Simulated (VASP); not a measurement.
# NaI in VASP: a series of runs

NaI is run at these levels: LDA; tasks: single point.

Everything below comes from runs of VASP 6.6.1. Logs are shortened: lines on timing, memory, paths and dates and some standing lists are left out, and cuts for length are marked.

## 1. The cell of the first run

It takes space group I4/mmm (No. 139, tetragonal). Conventional cell: a = 4.428 Å, b = 4.428 Å, c = 6.231 Å, α = 90.00°, β = 90.00°, γ = 90.00°. Na (site symmetry 4/mmm) has 6 I at 3.12 to 3.13 Å within 4.1 Å. I (site symmetry 4/mmm) has 6 Na at 3.12 to 3.13 Å within 4.1 Å.

## 2. Single point, LDA, non-collinear spin, zero start, spin-orbit coupling (z stretched by -0.5 %, x and y held)

File INCAR:

```
  PREC = Accurate
  ENCUT = 520
  EDIFF = 1E-6
  ISMEAR = 0
  SIGMA = 0.01
  LREAL = F
  LASPH = T
  NELM = 150
  ALGO = Normal
  ISIF = 2
  LWAVE = F
  LCHARG = F
  MAGMOM = 0 0 0 0 0 0
  LORBIT = 11
  LSORBIT = T
  GGA_COMPAT = F
  LORBMOM = T
  NBANDS = 26
```

File KPOINTS:

```
regular mesh
0
Gamma
  6 6 6
```

File POSCAR:

```
NaI
1.0
    0.0000000000      3.1310871851      3.1154317491
    3.1310871851      0.0000000000      3.1154317491
    3.1310871851      3.1310871851      0.0000000000
Na I
1 1
Direct
    0.0000000000      0.0000000000      0.0000000000
    0.5000000000      0.5000000000      0.5000000000
```

Potentials or basis: VASP PAW LDA potentials, release 64 (Na_pv, I).

Started as:

```sh
> cat potpaw_LDA.64/Na_pv/POTCAR potpaw_LDA.64/I/POTCAR > POTCAR
> mpirun -np 1 vasp_ncl > vasp.out
```

OUTCAR:

```text
PREC = Accurate
   ENCUT = 520
   EDIFF = 1E-6
   ISMEAR = 0
   LREAL = F
   LASPH = T
   NELM = 150
   ISIF = 2
   LORBIT = 11
   LSORBIT = T

 ion  position               nearest neighbor table
   1  0.000  0.000  0.000-   2 3.12   2 3.12   2 3.13   2 3.13   2 3.13   2 3.13
   2  0.500  0.500  0.500-   1 3.12   1 3.12   1 3.13   1 3.13   1 3.13   1 3.13

  LATTYP: Found a body centered tetragonal cell.
 ALAT       =     4.4280259621
 C/A-ratio  =     1.4071424945

  Lattice vectors:

 A1 = (   0.0000000000,  -3.1310871851,  -3.1154317491)
 A2 = (   0.0000000000,   3.1310871851,  -3.1154317491)
 A3 = (   3.1310871851,   0.0000000000,   3.1154317491)

Analysis of symmetry for initial positions (statically):
=====================================================================
 Subroutine PRICEL returns:
 Original cell was already a primitive cell.

 Routine SETGRP: Setting up the symmetry group for a
 body centered tetragonal supercell.

 Subroutine GETGRP returns: Found 16 space group operations
 (whereof 16 operations were pure point group operations)
 out of a pool of 16 trial point group operations.

The static configuration has the point symmetry D_4h.

Analysis of symmetry for dynamics (positions and initial velocities):
=====================================================================
 Subroutine PRICEL returns:
 Original cell was already a primitive cell.

 Routine SETGRP: Setting up the symmetry group for a
 body centered tetragonal supercell.

 Subroutine GETGRP returns: Found 16 space group operations
 (whereof 16 operations were pure point group operations)
 out of a pool of 16 trial point group operations.

The dynamic configuration has the point symmetry D_4h.

Analysis of structural, dynamic, and magnetic symmetry:
=====================================================================
 Subroutine PRICEL returns:
 Original cell was already a primitive cell.

 Routine SETGRP: Setting up the symmetry group for a
 body centered tetragonal supercell.

 Subroutine GETGRP returns: Found 16 space group operations
 (whereof 16 operations were pure point group operations)
 out of a pool of 16 trial point group operations.

The overall configuration has the point symmetry D_4h.

 Subroutine INISYM returns: Found 16 space group operations
 (whereof 16 operations are pure point group operations),
 and found     1 'primitive' translations

----------------------------------------------------------------------------------------

                                     Primitive cell

  volume of cell :      61.0856

  direct lattice vectors                    reciprocal lattice vectors
     0.000000000  3.131087185  3.115431749    -0.159688942  0.159688942  0.160491399
     3.131087185  0.000000000  3.115431749     0.159688942 -0.159688942  0.160491399
     3.131087185  3.131087185  0.000000000     0.159688942  0.159688942 -0.160491399

  length of vectors
     4.416969769  4.416969769  4.428025962     0.277053435  0.277053435  0.277053435

  position of ions in fractional coordinates (direct lattice)
     0.000000000  0.000000000  0.000000000
     0.500000000  0.500000000  0.500000000

  ion indices of the primitive-cell ions
   primitive index   ion index
                 1           1
                 2           2

----------------------------------------------------------------------------------------

 KPOINTS: regular mesh

Automatic generation of k-mesh.
 Grid dimensions read from file:
 generate k-points for:    6    6    6

 Generating k-lattice:

  Cartesian coordinates                     Fractional coordinates (reciprocal lattice)
    -0.026614824  0.026614824  0.026748567     0.166666667  0.000000000  0.000000000
     0.026614824 -0.026614824  0.026748567     0.000000000  0.166666667  0.000000000
     0.026614824  0.026614824 -0.026748567     0.000000000  0.000000000  0.166666667

  Length of vectors
[... 90 lines left out ...]
 NGX is ok and might be reduce to    36
   NGX = 17   NGY = 17   NGZ = 17

 number of electron      14.0000000 magnetization       0.0000000      0.0000000      0.0000000

 number of electron      13.9999995 magnetization       0.0000000     -0.0000000     -0.0000000

 number of electron      13.9999995 magnetization      -0.0000000      0.0000000      0.0000000

 Free energy of the ion-electron system (eV)
  ---------------------------------------------------
  ext. energy  EPLUGINS =         0.00000000
  ---------------------------------------------------
  free energy    TOTEN  =        -6.14521984 eV

  energy without entropy =       -6.14521984  energy(sigma->0) =       -6.14521984

 E-fermi :   1.8399     XC(G=0):  -8.5240

 val. band max:        1.7559882016   @ k =   0.0000   0.0000   0.0000
 cond. band min:       5.0482073492   @ k =   0.0000   0.0000   0.0000
 fundamental gap:      3.2922191476
 Fermi energy:         1.8399185625

 k-point     1 :       0.0000    0.0000    0.0000
  band No.  band energies     occupation
      1     -21.0174      1.00000
      2     -21.0174      1.00000
      3     -20.8393      1.00000
      4     -20.8393      1.00000
      5     -20.8391      1.00000
      6     -20.8391      1.00000
[... 685 lines left out ...]
     25      14.2812      0.00000
     26      14.2813      0.00000

 [... further k-points ...]
[... 5 lines left out ...]
  --------------------------------------------------------------------------------------
  -------------------------------------------------------------------------------------
  Total        0.0524940      0.0524940      0.1230594      0.0000000      0.0000000     -0.0000000
  in kB        1.3768340      1.3768340      3.2276522      0.0000000      0.0000000     -0.0000000
  external PRESSURE =       1.9937734 kB  Pullay stress =       0.0000000 kB

 VOLUME and BASIS-vectors are now :
 -----------------------------------------------------------------------------
  energy-cutoff  :      520.00
  volume of cell :       61.09
      direct lattice vectors                 reciprocal lattice vectors
     0.000000000  3.131087185  3.115431749    -0.159688942  0.159688942  0.160491399
     3.131087185  0.000000000  3.115431749     0.159688942 -0.159688942  0.160491399
     3.131087185  3.131087185  0.000000000     0.159688942  0.159688942 -0.160491399

 POSITION                                       TOTAL-FORCE (eV/Angst)
 -----------------------------------------------------------------------------------
      0.00000      0.00000      0.00000        -0.000000     -0.000000     -0.000000
      3.13109      3.13109      3.11543         0.000000      0.000000      0.000000
 -----------------------------------------------------------------------------------
    total drift:                                0.000000      0.000000      0.000000

  FREE ENERGIE OF THE ION-ELECTRON SYSTEM (eV)
  ---------------------------------------------------
  free  energy   TOTEN  =        -6.1452198450 eV

  energy  without entropy=       -6.1452198450  energy(sigma->0) =       -6.14521984

 orbital moment (x)

 # of ion     p       d       tot
 ----------------------------------------
  1        -0.000   0.000  -0.000
  2        -0.000   0.000  -0.000
 ----------------------------------------
           -0.000   0.000  -0.000

 orbital moment (y)

 # of ion     p       d       tot
 ----------------------------------------
  1        -0.000   0.000  -0.000
  2         0.000  -0.000  -0.000
 ----------------------------------------
           -0.000  -0.000  -0.000

 orbital moment (z)

 # of ion     p       d       tot
 ----------------------------------------
  1         0.000   0.000   0.000
  2         0.000   0.000   0.000
 ----------------------------------------
            0.000   0.000   0.000

 Spin-Orbit-Coupling matrix elements

 Ion:    1  E_soc:     -0.0008047
 l=   1
     0.0000000    -0.0001342    -0.0001340
    -0.0001342     0.0000000    -0.0001342
    -0.0001340    -0.0001342     0.0000000
 l=   2
     0.0000000     0.0000000     0.0000000     0.0000000     0.0000000
     0.0000000     0.0000000     0.0000000     0.0000000     0.0000000
     0.0000000     0.0000000     0.0000000     0.0000000     0.0000000
     0.0000000     0.0000000     0.0000000     0.0000000     0.0000000
     0.0000000     0.0000000     0.0000000     0.0000000     0.0000000
 l=   3
     0.0000000     0.0000000     0.0000000     0.0000000     0.0000000     0.0000000     0.0000000
     0.0000000     0.0000000     0.0000000     0.0000000     0.0000000     0.0000000     0.0000000
     0.0000000     0.0000000     0.0000000     0.0000000     0.0000000     0.0000000     0.0000000
     0.0000000     0.0000000     0.0000000     0.0000000     0.0000000     0.0000000     0.0000000
     0.0000000     0.0000000     0.0000000     0.0000000     0.0000000     0.0000000     0.0000000
     0.0000000     0.0000000     0.0000000     0.0000000     0.0000000     0.0000000     0.0000000
     0.0000000     0.0000000     0.0000000     0.0000000     0.0000000     0.0000000     0.0000000

 Ion:    2  E_soc:     -0.2589850
 l=   1
     0.0000000    -0.0431427    -0.0431597
    -0.0431427     0.0000000    -0.0431427
    -0.0431597    -0.0431427     0.0000000
 l=   2
     0.0000000    -0.0000032     0.0000000    -0.0000032    -0.0000124
    -0.0000032     0.0000000    -0.0000094    -0.0000033    -0.0000032
     0.0000000    -0.0000094     0.0000000    -0.0000094     0.0000000
    -0.0000032    -0.0000033    -0.0000094     0.0000000    -0.0000032
    -0.0000124    -0.0000032     0.0000000    -0.0000032     0.0000000
 l=   3
     0.0000000     0.0000000     0.0000000     0.0000000     0.0000000     0.0000000     0.0000000
     0.0000000     0.0000000     0.0000000     0.0000000     0.0000000     0.0000000     0.0000000
     0.0000000     0.0000000     0.0000000     0.0000000     0.0000000     0.0000000     0.0000000
     0.0000000     0.0000000     0.0000000     0.0000000     0.0000000     0.0000000     0.0000000
     0.0000000     0.0000000     0.0000000     0.0000000     0.0000000     0.0000000     0.0000000
     0.0000000     0.0000000     0.0000000     0.0000000     0.0000000     0.0000000     0.0000000
     0.0000000     0.0000000     0.0000000     0.0000000     0.0000000     0.0000000     0.0000000

 total charge

# of ion       s       p       d       tot
------------------------------------------
    1        0.053   5.979   0.000   6.032
    2        1.500   2.857   0.004   4.361
--------------------------------------------------
tot          1.553   8.836   0.004  10.393

 magnetization (x)

# of ion       s       p       d       tot
------------------------------------------
    1        0.000   0.000   0.000   0.000
    2        0.000   0.000  -0.000  -0.000
--------------------------------------------------
tot          0.000   0.000  -0.000   0.000

 magnetization (y)

# of ion       s       p       d       tot
------------------------------------------
    1       -0.000  -0.000   0.000  -0.000
    2        0.000   0.000   0.000   0.000
--------------------------------------------------
tot         -0.000  -0.000   0.000  -0.000

 magnetization (z)

# of ion       s       p       d       tot
------------------------------------------
    1        0.000   0.000   0.000   0.000
    2        0.000   0.000  -0.000  -0.000
--------------------------------------------------
tot          0.000   0.000  -0.000  -0.000
```

Run time: 1.7 min. Hardware: 1 thread of Intel Xeon Platinum 8259CL at 2.50GHz (Skylake/Cascade Lake), shared host; peak memory 0.33 GiB.

What came out:

* Free energy: -6.1452 eV
* Pressure: 0.2 GPa
* Net moment: 0.00 μB per cell
* Valence electrons inside the program's atomic spheres: Na 6.03; I 4.36

Moments on the atoms (μB; x, y, z):
```
Na  0.00 0.00 0.00
I   0.00 0.00 0.00
```

Caveat: the cell differs from its parent crystal (z stretched by -0.5 %, x and y held).

## 3. Single point, LDA, non-collinear spin, zero start, spin-orbit coupling (z stretched by +0.5 %, x and y held)

File INCAR:

```
SYSTEM = NaI
  PREC = Accurate
  ENCUT = 520
  EDIFF = 1E-6
  ISMEAR = 0
  SIGMA = 0.01
  LREAL = .False.
  LASPH = .True.
  NELM = 150
  ALGO = Normal
  ISIF = 2
  LWAVE = .False.
  LCHARG = .True.
  MAGMOM = 0 0 0 0 0 0
  LORBIT = 11
  LSORBIT = .True.
  GGA_COMPAT = .False.
  LORBMOM = .True.
  GGA = CA
  LVHAR = .True.
  NBANDS = 26
```

File KPOINTS:

```
Automatic mesh
0
Gamma
  6 6 6
  0 0 0
```

File POSCAR:

```
NaI
1.0
    0.0000000000      3.1310871851      3.1467426210
    3.1310871851      0.0000000000      3.1467426210
    3.1310871851      3.1310871851      0.0000000000
Na I
1 1
Direct
    0.0000000000      0.0000000000      0.0000000000
    0.5000000000      0.5000000000      0.5000000000
```

Potentials or basis: VASP PAW LDA potentials, release 64 (Na_pv, I).

Started as:

```sh
> cat potpaw_LDA.64/Na_pv/POTCAR potpaw_LDA.64/I/POTCAR > POTCAR
> mpirun -np 1 vasp_ncl > vasp.out
```

OUTCAR:

```text
SYSTEM = NaI
   PREC = Accurate
   ENCUT = 520
   EDIFF = 1E-6
   ISMEAR = 0
   LREAL = .False.
   LASPH = .True.
   NELM = 150
   ISIF = 2
   LORBIT = 11
   LSORBIT = .True.
   GGA = CA

 ion  position               nearest neighbor table
   1  0.000  0.000  0.000-   2 3.13   2 3.13   2 3.13   2 3.13   2 3.15   2 3.15
   2  0.500  0.500  0.500-   1 3.13   1 3.13   1 3.13   1 3.13   1 3.15   1 3.15

  LATTYP: Found a body centered tetragonal cell.
 ALAT       =     4.4280259621
 C/A-ratio  =     1.4212846302

  Lattice vectors:

[... 991 lines left out ...]
    -0.0000032    -0.0000031    -0.0000091     0.0000000    -0.0000030
    -0.0000123    -0.0000030     0.0000000    -0.0000030     0.0000000
 l=   3
     0.0000000     0.0000000     0.0000000     0.0000000     0.0000000     0.0000000     0.0000000
     0.0000000     0.0000000     0.0000000     0.0000000     0.0000000     0.0000000     0.0000000
     0.0000000     0.0000000     0.0000000     0.0000000     0.0000000     0.0000000     0.0000000
     0.0000000     0.0000000     0.0000000     0.0000000     0.0000000     0.0000000     0.0000000
     0.0000000     0.0000000     0.0000000     0.0000000     0.0000000     0.0000000     0.0000000
     0.0000000     0.0000000     0.0000000     0.0000000     0.0000000     0.0000000     0.0000000
     0.0000000     0.0000000     0.0000000     0.0000000     0.0000000     0.0000000     0.0000000

 total charge

# of ion       s       p       d       tot
------------------------------------------
    1        0.052   5.978   0.000   6.030
    2        1.500   2.855   0.004   4.359
--------------------------------------------------
tot          1.552   8.833   0.004  10.389

 magnetization (x)

# of ion       s       p       d       tot
------------------------------------------
    1       -0.000   0.000   0.000  -0.000
    2       -0.000  -0.000  -0.000  -0.000
--------------------------------------------------
tot         -0.000  -0.000  -0.000  -0.000

 magnetization (y)

# of ion       s       p       d       tot
------------------------------------------
    1        0.000   0.000   0.000   0.000
    2        0.000   0.000   0.000   0.000
--------------------------------------------------
tot          0.000   0.000   0.000   0.000

 magnetization (z)

# of ion       s       p       d       tot
------------------------------------------
    1        0.000  -0.000   0.000  -0.000
    2       -0.000  -0.000   0.000  -0.000
--------------------------------------------------
tot         -0.000  -0.000   0.000  -0.000
```

OSZICAR:

```text
N       E                     dE             d eps       ncg     rms          rms(c)
DAV:   1     0.110923418437E+03    0.11092E+03   -0.63134E+03  1600   0.100E+03
DAV:   2     0.430668978539E+01   -0.10662E+03   -0.99881E+02  1708   0.261E+02
DAV:   3    -0.588991131278E+01   -0.10197E+02   -0.10095E+02  2008   0.866E+01
DAV:   4    -0.620348728320E+01   -0.31358E+00   -0.31325E+00  1808   0.151E+01
DAV:   5    -0.621429314008E+01   -0.10806E-01   -0.10805E-01  2232   0.276E+00    0.369E+00
DAV:   6    -0.615876596555E+01    0.55527E-01   -0.50872E-02  1894   0.171E+00    0.228E+00
DAV:   7    -0.614735090728E+01    0.11415E-01   -0.18336E-02  1964   0.788E-01    0.161E+00
DAV:   8    -0.614582011313E+01    0.15308E-02   -0.59075E-03  1980   0.539E-01    0.350E-01
DAV:   9    -0.614545792672E+01    0.36219E-03   -0.96535E-04  1688   0.257E-01    0.783E-02
DAV:  10    -0.614546165395E+01   -0.37272E-05   -0.54759E-05  1870   0.506E-02    0.399E-02
DAV:  11    -0.614546143789E+01    0.21606E-06   -0.44061E-06  2030   0.314E-02
   1 F= -.61454614E+01 E0= -.61454614E+01  d E =-.773680E-22  mag=     0.0000    -0.0000    -0.0000
```

Wall time 1.8 min (1 thread of Intel Xeon Platinum 8259CL at 2.50GHz (Skylake/Cascade Lake), shared host); peak memory 0.33 GiB.

Results:

```yaml
Free_energy: -6.1455 eV
Pressure: 0.0 GPa
Net_moment: 0.00 μB per cell
Valence_electrons_inside_the_program's_atomic_spheres: Na 6.03; I 4.36
```

Stress tensor (GPa, compression positive):
```
 0.05  0.00  0.00
 0.00  0.05  0.00
 0.00  0.00 -0.12
```

Moments on the atoms (μB; x, y, z):
```
Na  0.00 0.00 0.00
I   0.00 0.00 0.00
```

Caveat: the cell differs from its parent crystal (z stretched by +0.5 %, x and y held).

## 4. Single point, LDA, non-collinear spin, zero start, spin-orbit coupling (equal xy, yz and zx engineering shears of -0.5 %)

File INCAR:

```
PREC = Accurate
ENCUT = 520
EDIFF = 1E-6
ISMEAR = 0
SIGMA = 0.01
LREAL = F
LASPH = T
NELM = 150
ALGO = Normal
ISIF = 2
LWAVE = F
LCHARG = F
MAGMOM = 0 0 0 0 0 0
LORBIT = 11
LSORBIT = T
GGA_COMPAT = F
LORBMOM = T
GGA = CA
NBANDS = 26
```

File KPOINTS:

```
regular mesh
0
Gamma
  6 6 6
```

File POSCAR:

```
NaI
1.0
   -0.0156554359      3.1232594671      3.1232594671
    3.1232594671     -0.0156554359      3.1232594671
    3.1232594671      3.1232594671     -0.0156554359
Na I
1 1
Direct
    0.0000000000      0.0000000000      0.0000000000
    0.5000000000      0.5000000000      0.5000000000
```

Started as:

```sh
> cat potpaw_LDA.64/Na_pv/POTCAR potpaw_LDA.64/I/POTCAR > POTCAR
> mpirun -np 1 vasp_ncl > vasp.out
```

It took 2.2 min on 1 thread of Intel Xeon Platinum 8259CL at 2.50GHz (Skylake/Cascade Lake), shared host; peak memory 0.33 GiB.

The run converged. Its results:

```
Free energy                                           : -6.1454 eV
Pressure                                              : 0.1 GPa
Net moment                                            : 0.00 μB per cell
Valence electrons inside the program's atomic spheres : Na 6.03; I 4.36
```

Moments on the atoms (μB; x, y, z):
```
Na  0.00 0.00 0.00
I   0.00 0.00 0.00
```

Caveat: the cell differs from its parent crystal (equal xy, yz and zx engineering shears of -0.5 %).

## 5. Overview

```csv
cell,pressure (GPa),moment (μB)
"a = 4.417, b = 4.417, c = 4.428 Å, angles 59.9, 59.9, 60.2°, 2 atoms",0.2,0.00
"a = 4.439, b = 4.439, c = 4.428 Å, angles 60.1, 60.1, 59.8°, 2 atoms",0.0,0.00
"a = 4.417 Å, angles 60.3°, 2 atoms",0.1,0.00
```

Alike in all rows: task single point; level LDA; potentials or basis VASP PAW LDA potentials, release 64 (Na_pv, I); spin non-collinear, zero start, SOC; k mesh 6 × 6 × 6; cutoff (eV) 520; smearing gaussian 0.01 eV.

Total energies depend on the potentials used, so only differences within one code and one set of settings carry meaning.
